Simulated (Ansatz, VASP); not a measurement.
**One calculation of Hf, two programs**

```
CELL_PARAMETERS angstrom
-1.80500 1.80500 1.80500
1.80500 -1.80500 1.80500
1.80500 1.80500 -1.80500
ATOMIC_POSITIONS crystal
Hf 0.00000 0.00000 0.00000
```

Alike in both runs: task single point; functional PBE; k mesh 9 × 9 × 9; occupations gaussian, width 0.1 eV; collinear spin.

|  | VASP | Ansatz |
| --- | --- | --- |
| version | VASP 6.6.1 | Ansatz 0.2.0 |
| potentials or method | VASP PAW PBE potentials, release 64 (Hf_pv), cutoff 520 eV | plane waves, PAW |
| valence electrons in the cell | 10 | 26 |

VASP gave:

| Quantity | Value |
| --- | --- |
| net moment per atom (μB) | 0.08 |
| size of the moment on the site where the two differ most (μB) | 0.06 |

Question: Estimate Ansatz's values.

Answer: net moment per atom (μB): 0.15; size of the moment on the site where the two differ most (μB): 0.09.

Site moments also hang on the region over which each program counts them. With one functional, cell and mesh, what is left measures potentials, basis and numerics. VASP's potentials hold 10 valence electrons a cell and Ansatz's 26, so a difference there can come from the potentials and not from the codes. Ansatz's warnings: no starting moments.

Neither program's run includes spin-orbit coupling.
